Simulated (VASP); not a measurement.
# Sn (I4_1/amd) in VASP: a series of runs, part 2 of 2

VASP 6.6.1.

**3. Electric field gradients, r2SCAN**

Input file POSCAR:

```
Sn
1.0
   -2.9401404553      2.9401404553      1.5993019889
    2.9401404553     -2.9401404553      1.5993019889
    2.9401404553      2.9401404553     -1.5993019889
Sn
2
Direct
    0.7500000000      0.2500000000      0.5000000000
    0.0000000000      0.0000000000      0.0000000000
```

Input file INCAR.step1:

```
SYSTEM = Sn
ALGO = Normal
EDIFF = 1E-4
ENCUT = 520
GGA = PE
ISMEAR = -1
LASPH = .TRUE.
LCHARG = .FALSE.
LREAL = .FALSE.
LWAVE = .TRUE.
NBANDS = 21
NELM = 100
PREC = Accurate
SIGMA = 0.05
```

Input file INCAR.step2:

```
SYSTEM = Sn
ALGO = Normal
EDIFF = 1E-8
ENCUT = 520
ISIF = 2
ISMEAR = -1
ISTART = 1
LASPH = .TRUE.
LCHARG = .FALSE.
LEFG = .TRUE.
LMIXTAU = .TRUE.
LREAL = .FALSE.
LWAVE = .FALSE.
METAGGA = R2SCAN
NBANDS = 21
NELM = 100
PREC = Accurate
SIGMA = 0.05
```

Input file KPOINTS:

```
k-points
0
G
  12 12 12
  0 0 0
```

Potentials or basis: VASP PAW PBE potentials, release 64 (Sn_d).

Started as:

```bash
cat potpaw_PBE.64/Sn_d/POTCAR > POTCAR
cp INCAR.step1 INCAR
mpirun -np 1 vasp_std > vasp.out
cp INCAR.step2 INCAR
mpirun -np 1 vasp_std > vasp.out
```

OUTCAR:

```text
SYSTEM = Sn
   EDIFF = 1E-8
   ENCUT = 520
   ISIF = 2
   ISMEAR = -1
   ISTART = 1
   LASPH = .TRUE.
   LREAL = .FALSE.
   METAGGA = R2SCAN
   NELM = 100
   PREC = Accurate

 ion  position               nearest neighbor table
   1  0.750  0.250  0.500-   2 3.05   2 3.05   2 3.05   2 3.05
   2  0.000  0.000  0.000-   1 3.05   1 3.05   1 3.05   1 3.05

  LATTYP: Found a body centered tetragonal cell.
 ALAT       =     5.8802809106
 C/A-ratio  =     0.5439542815

  Lattice vectors:

 A1 = (  -2.9401404553,   2.9401404553,   1.5993019889)
 A2 = (   2.9401404553,  -2.9401404553,   1.5993019889)
 A3 = (   2.9401404553,   2.9401404553,  -1.5993019889)

Analysis of symmetry for initial positions (statically):
=====================================================================
 Subroutine PRICEL returns:
 Original cell was already a primitive cell.

 Routine SETGRP: Setting up the symmetry group for a
 body centered tetragonal supercell.

 Subroutine GETGRP returns: Found 16 space group operations
 (whereof  8 operations were pure point group operations)
 out of a pool of 16 trial point group operations.

The static configuration has the point symmetry D_2d.
 The point group associated with its full space group is D_4h.

Analysis of symmetry for dynamics (positions and initial velocities):
=====================================================================
 Subroutine PRICEL returns:
 Original cell was already a primitive cell.

 Routine SETGRP: Setting up the symmetry group for a
 body centered tetragonal supercell.

 Subroutine GETGRP returns: Found 16 space group operations
 (whereof  8 operations were pure point group operations)
[... 159 lines left out ...]
  band No.  band energies     occupation
      1     -14.6474      2.00000
      2     -14.5630      2.00000
      3     -14.5128      2.00000
      4     -14.5085      2.00000
      5     -14.3495      2.00000
      6     -14.3495      2.00000
[... 565 lines left out ...]
     20      16.3059      0.00000
     21      16.9571      0.00000

 [... further k-points ...]

------------------------ aborting loop because EDIFF is reached ----------------------------------------

  FORCE on cell =-STRESS in cart. coord.  units (eV):
  Direction    XX          YY          ZZ          XY          YZ          ZX
  --------------------------------------------------------------------------------------
  -------------------------------------------------------------------------------------
  Total       -0.0640696     -0.0640696     -0.0612603      0.0000000      0.0000000      0.0000000
  in kB       -1.8562488     -1.8562488     -1.7748552      0.0000000      0.0000000      0.0000000
  external PRESSURE =      -1.8291176 kB  Pullay stress =       0.0000000 kB

 VOLUME and BASIS-vectors are now :
 -----------------------------------------------------------------------------
  energy-cutoff  :      520.00
  volume of cell :       55.30
      direct lattice vectors                 reciprocal lattice vectors
    -2.940140455  2.940140455  1.599301989     0.000000000  0.170059903  0.312636390
     2.940140455 -2.940140455  1.599301989     0.170059903  0.000000000  0.312636390
     2.940140455  2.940140455 -1.599301989     0.170059903  0.170059903  0.000000000

 POSITION                                       TOTAL-FORCE (eV/Angst)
 -----------------------------------------------------------------------------------
      0.00000      2.94014      0.79965         0.000000     -0.000000     -0.000000
      0.00000      0.00000      0.00000        -0.000000      0.000000      0.000000
 -----------------------------------------------------------------------------------
    total drift:                               -0.000000      0.000000     -0.000000

  FREE ENERGIE OF THE ION-ELECTRON SYSTEM (eV)
  ---------------------------------------------------
  free  energy   TOTEN  =       -49.2503220878 eV

  energy  without entropy=      -49.2432691841  energy(sigma->0) =      -49.24679564

 Electric field gradients (V/A^2)
---------------------------------------------------------------------
 ion       V_xx      V_yy      V_zz      V_xy      V_xz      V_yz
---------------------------------------------------------------------
   1     -20.294   -20.294    40.588     0.002     0.001     0.001
   2     -20.294   -20.294    40.588     0.002     0.001     0.001
---------------------------------------------------------------------

 Electric field gradients after diagonalization (V/A^2)
 (convention: |V_zz| > |V_xx| > |V_yy|)
----------------------------------------------------------------------
 ion       V_xx      V_yy      V_zz     asymmetry (V_yy - V_xx)/ V_zz
----------------------------------------------------------------------
   1     -20.295   -20.292    40.588       0.000
   2     -20.295   -20.292    40.588       0.000
----------------------------------------------------------------------

           NMR quadrupolar parameters

 Cq : quadrupolar parameter    Cq=e*Q*V_zz/h
 eta: asymmetry parameters     (V_yy - V_xx)/ V_zz
 Q  : nuclear electric quadrupole moment in mb (millibarn)
----------------------------------------------------------------------
 ion       Cq(MHz)       eta       Q (mb)
----------------------------------------------------------------------
   1       0.098       0.000       1.000
   2       0.098       0.000       1.000
----------------------------------------------------------------------
```

OUTCAR.step1:

```text
SYSTEM = Sn
   EDIFF = 1E-4
   ENCUT = 520
   GGA = PE
   ISMEAR = -1
   LASPH = .TRUE.
   LREAL = .FALSE.
[... 799 lines left out ...]
      0.00000      2.94014      0.79965        -0.000000     -0.000000      0.000000
      0.00000      0.00000      0.00000         0.000000      0.000000     -0.000000
 -----------------------------------------------------------------------------------
    total drift:                               -0.000000      0.000000     -0.000000

  FREE ENERGIE OF THE ION-ELECTRON SYSTEM (eV)
  ---------------------------------------------------
  free  energy   TOTEN  =        -7.6101595130 eV

  energy  without entropy=       -7.6021576915  energy(sigma->0) =       -7.60615860
```

Run time: 12 min. Hardware: 1 thread of AMD EPYC 9R45 (Zen 5), shared host; peak memory 0.29 GiB.

What came out:

```
Free energy                             : -49.2503 eV
Pressure                                : -0.2 GPa
Band gap on the k mesh                  : zero (bands 14 and 15 overlap by 4.27 eV)
Largest electric field gradient by atom : Sn +40.6 V/Å²
```

Electric field gradients, principal values (V/Å²):
```tsv
atom	least	middle	greatest (by size)
1 Sn	-20.292	-20.295	40.588
2 Sn	-20.292	-20.295	40.588
```

Caveat: without QUAD_EFG the Cq values of the log hold for a quadrupole moment of 1 mb, not for the nuclei; the PAW data sets were made with another functional, which shifts forces and pressure a little; spin-orbit coupling is left out, which moves the levels of the heavy elements.

**4. Electric field gradients, r2SCAN (28.20 Å³/atom)**

This run uses another cell than the first one, of 28.20 Å³/atom.

Input file POSCAR:

```
Sn
1.0
   -2.9596121516      2.9596121516      1.6098937015
    2.9596121516     -2.9596121516      1.6098937015
    2.9596121516      2.9596121516     -1.6098937015
Sn
2
Direct
    0.7500000000      0.2500000000      0.5000000000
    0.0000000000      0.0000000000      0.0000000000
```

Input file INCAR.step1:

```
SYSTEM = Sn
ALGO = Normal ; EDIFF = 1E-4
ENCUT = 520 ; GGA = PE
ISMEAR = -1 ; LASPH = .TRUE.
LCHARG = .FALSE. ; LREAL = .FALSE.
LWAVE = .TRUE. ; NBANDS = 21
NELM = 80 ; PREC = Accurate
SIGMA = 0.05
```

Input file INCAR.step2:

```
SYSTEM = Sn
ALGO = Normal ; EDIFF = 1E-8
ENCUT = 520 ; ISIF = 2
ISMEAR = -1 ; ISTART = 1
LASPH = .TRUE. ; LCHARG = .FALSE.
LEFG = .TRUE. ; LMIXTAU = .TRUE.
LREAL = .FALSE. ; LWAVE = .FALSE.
METAGGA = R2SCAN ; NBANDS = 21
NELM = 80 ; PREC = Accurate
SIGMA = 0.05
```

KPOINTS is that of step 3.

Potentials or basis: VASP PAW PBE potentials, release 64 (Sn_d).

Started as:

```bash
cat potpaw_PBE.64/Sn_d/POTCAR > POTCAR
cp INCAR.step1 INCAR
mpirun -np 1 vasp_std > vasp.out
cp INCAR.step2 INCAR
mpirun -np 1 vasp_std > vasp.out
```

OUTCAR:

```text
SYSTEM = Sn
   EDIFF = 1E-8
   ENCUT = 520
   ISIF = 2
   ISMEAR = -1
   ISTART = 1
   LASPH = .TRUE.
   LREAL = .FALSE.
   METAGGA = R2SCAN
   NELM = 80
   PREC = Accurate

 ion  position               nearest neighbor table
   1  0.750  0.250  0.500-   2 3.07   2 3.07   2 3.07   2 3.07
   2  0.000  0.000  0.000-   1 3.07   1 3.07   1 3.07   1 3.07

  LATTYP: Found a body centered tetragonal cell.
 ALAT       =     5.9192243032
 C/A-ratio  =     0.5439542815

  Lattice vectors:

 A1 = (  -2.9596121516,   2.9596121516,   1.6098937015)
 A2 = (   2.9596121516,  -2.9596121516,   1.6098937015)
 A3 = (   2.9596121516,   2.9596121516,  -1.6098937015)

Analysis of symmetry for initial positions (statically):
=====================================================================
 Subroutine PRICEL returns:
 Original cell was already a primitive cell.

 Routine SETGRP: Setting up the symmetry group for a
 body centered tetragonal supercell.

 Subroutine GETGRP returns: Found 16 space group operations
 (whereof  8 operations were pure point group operations)
 out of a pool of 16 trial point group operations.

The static configuration has the point symmetry D_2d.
 The point group associated with its full space group is D_4h.

Analysis of symmetry for dynamics (positions and initial velocities):
=====================================================================
 Subroutine PRICEL returns:
 Original cell was already a primitive cell.

 Routine SETGRP: Setting up the symmetry group for a
 body centered tetragonal supercell.

 Subroutine GETGRP returns: Found 16 space group operations
 (whereof  8 operations were pure point group operations)
[... 159 lines left out ...]
  band No.  band energies     occupation
      1     -14.8593      2.00000
      2     -14.7808      2.00000
      3     -14.7310      2.00000
      4     -14.7285      2.00000
      5     -14.5791      2.00000
      6     -14.5791      2.00000
[... 565 lines left out ...]
     20      16.0208      0.00000
     21      16.6472      0.00000

 [... further k-points ...]

------------------------ aborting loop because EDIFF is reached ----------------------------------------

  FORCE on cell =-STRESS in cart. coord.  units (eV):
  Direction    XX          YY          ZZ          XY          YZ          ZX
  --------------------------------------------------------------------------------------
  -------------------------------------------------------------------------------------
  Total       -0.4324657     -0.4324657     -0.3943040      0.0000000      0.0000000      0.0000000
  in kB      -12.2838774    -12.2838774    -11.1999201      0.0000000      0.0000000      0.0000000
  external PRESSURE =     -11.9225583 kB  Pullay stress =       0.0000000 kB

 VOLUME and BASIS-vectors are now :
 -----------------------------------------------------------------------------
  energy-cutoff  :      520.00
  volume of cell :       56.41
      direct lattice vectors                 reciprocal lattice vectors
    -2.959612152  2.959612152  1.609893702     0.000000000  0.168941055  0.310579512
     2.959612152 -2.959612152  1.609893702     0.168941055  0.000000000  0.310579512
     2.959612152  2.959612152 -1.609893702     0.168941055  0.168941055  0.000000000

 POSITION                                       TOTAL-FORCE (eV/Angst)
 -----------------------------------------------------------------------------------
      0.00000      2.95961      0.80495         0.000000     -0.000000     -0.000000
      0.00000      0.00000      0.00000        -0.000000      0.000000      0.000000
 -----------------------------------------------------------------------------------
    total drift:                               -0.000000      0.000000     -0.000000

  FREE ENERGIE OF THE ION-ELECTRON SYSTEM (eV)
  ---------------------------------------------------
  free  energy   TOTEN  =       -49.2460890312 eV

  energy  without entropy=      -49.2388547910  energy(sigma->0) =      -49.24247191

 Electric field gradients (V/A^2)
---------------------------------------------------------------------
 ion       V_xx      V_yy      V_zz      V_xy      V_xz      V_yz
---------------------------------------------------------------------
   1     -19.941   -19.941    39.881     0.002     0.002     0.002
   2     -19.941   -19.941    39.881     0.002     0.002     0.002
---------------------------------------------------------------------

 Electric field gradients after diagonalization (V/A^2)
 (convention: |V_zz| > |V_xx| > |V_yy|)
----------------------------------------------------------------------
 ion       V_xx      V_yy      V_zz     asymmetry (V_yy - V_xx)/ V_zz
----------------------------------------------------------------------
   1     -19.943   -19.939    39.881       0.000
   2     -19.943   -19.939    39.881       0.000
----------------------------------------------------------------------

           NMR quadrupolar parameters

 Cq : quadrupolar parameter    Cq=e*Q*V_zz/h
 eta: asymmetry parameters     (V_yy - V_xx)/ V_zz
 Q  : nuclear electric quadrupole moment in mb (millibarn)
----------------------------------------------------------------------
 ion       Cq(MHz)       eta       Q (mb)
----------------------------------------------------------------------
   1       0.096       0.000       1.000
   2       0.096       0.000       1.000
----------------------------------------------------------------------
```

OUTCAR.step1:

```text
SYSTEM = Sn
   EDIFF = 1E-4
   ENCUT = 520
   GGA = PE
   ISMEAR = -1
   LASPH = .TRUE.
   LREAL = .FALSE.
[... 799 lines left out ...]
      0.00000      2.95961      0.80495        -0.000000      0.000000     -0.000000
      0.00000      0.00000      0.00000         0.000000     -0.000000      0.000000
 -----------------------------------------------------------------------------------
    total drift:                               -0.000000      0.000000     -0.000000

  FREE ENERGIE OF THE ION-ELECTRON SYSTEM (eV)
  ---------------------------------------------------
  free  energy   TOTEN  =        -7.6158838010 eV

  energy  without entropy=       -7.6076396619  energy(sigma->0) =       -7.61176173
```

OSZICAR.step1:

```text
N       E                     dE             d eps       ncg     rms          rms(c)
DAV:   1     0.221666231753E+03    0.22167E+03   -0.14354E+04  7041   0.205E+03
DAV:   2     0.156220596060E+02   -0.20604E+03   -0.20178E+03  6901   0.455E+02
DAV:   3    -0.688654885678E+01   -0.22509E+02   -0.22347E+02  7949   0.135E+02
DAV:   4    -0.760389294501E+01   -0.71734E+00   -0.71653E+00  7754   0.267E+01
DAV:   5    -0.763299698154E+01   -0.29104E-01   -0.29103E-01  9790   0.506E+00    0.222E+00
DAV:   6    -0.761883761906E+01    0.14159E-01   -0.30636E-02  9306   0.242E+00    0.125E+00
DAV:   7    -0.761589678210E+01    0.29408E-02   -0.18152E-02  9265   0.186E+00    0.161E-01
DAV:   8    -0.761587714309E+01    0.19639E-04   -0.20031E-03  8380   0.586E-01    0.359E-02
DAV:   9    -0.761588380105E+01   -0.66580E-05   -0.47685E-05  4893   0.728E-02
   1 F= -.76158838E+01 E0= -.76117617E+01  d E =-.824414E-02
```

Wall time 12 min (1 thread of AMD EPYC 9R45 (Zen 5), shared host); peak memory 0.29 GiB.

Results:

| Quantity | Value |
| --- | --- |
| Free energy | -49.2461 eV |
| Pressure | -1.2 GPa |
| Band gap on the k mesh | zero (bands 14 and 15 overlap by 4.16 eV) |
| Largest electric field gradient by atom | Sn +39.9 V/Å² |

Stress tensor (GPa, compression positive):
```
-1.23  0.00  0.00
 0.00 -1.23  0.00
 0.00  0.00 -1.12
```

Electric field gradients, principal values (V/Å²):
```tsv
atom	least	middle	greatest (by size)
1 Sn	-19.939	-19.943	39.881
2 Sn	-19.939	-19.943	39.881
```

Caveat: without QUAD_EFG the Cq values of the log hold for a quadrupole moment of 1 mb, not for the nuclei; the PAW data sets were made with another functional, which shifts forces and pressure a little; spin-orbit coupling is left out, which moves the levels of the heavy elements.
